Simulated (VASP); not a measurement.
A run of VASP 6.6.1:

INCAR

```
PREC = Accurate
ENCUT = 520
EDIFF = 1E-6
ISMEAR = -1
SIGMA = 0.05
LREAL = False
LASPH = True
NELM = 100
ALGO = Normal
ISIF = 2
LWAVE = False
LCHARG = False
GGA = PS
NBANDS = 21
```

The input KPOINTS:

```
regular mesh
0
Gamma
  13 13 13
```

Contents of POSCAR:

```
Ge
1.0
    0.0000000000      2.8379511188      2.8379511188
    2.8379511188      0.0000000000      2.8379511188
    2.8379511188      2.8379511188      0.0000000000
Ge
2
Direct
   -0.1250000000     -0.1250000000     -0.1250000000
    0.1250000000      0.1250000000      0.1250000000
```

Potentials or basis: VASP PAW PBE potentials, release 64 (Ge_d).

The run is started by

```bash
$ cat potpaw_PBE.64/Ge_d/POTCAR > POTCAR
$ mpirun -np 1 vasp_std > vasp.out
```

Hardware: 1 thread of Intel(R) Xeon(R) Platinum 8259CL CPU @ 2.50GHz (Skylake/Cascade Lake) (shared host).

Question: How long does it take, and how much memory?

Answer: Run time: 82 s on 1 thread of Intel(R) Xeon(R) Platinum 8259CL CPU @ 2.50GHz (Skylake/Cascade Lake) (shared host), peak memory 0.2 GiB. Counts: scf iterations 11, k points 84.
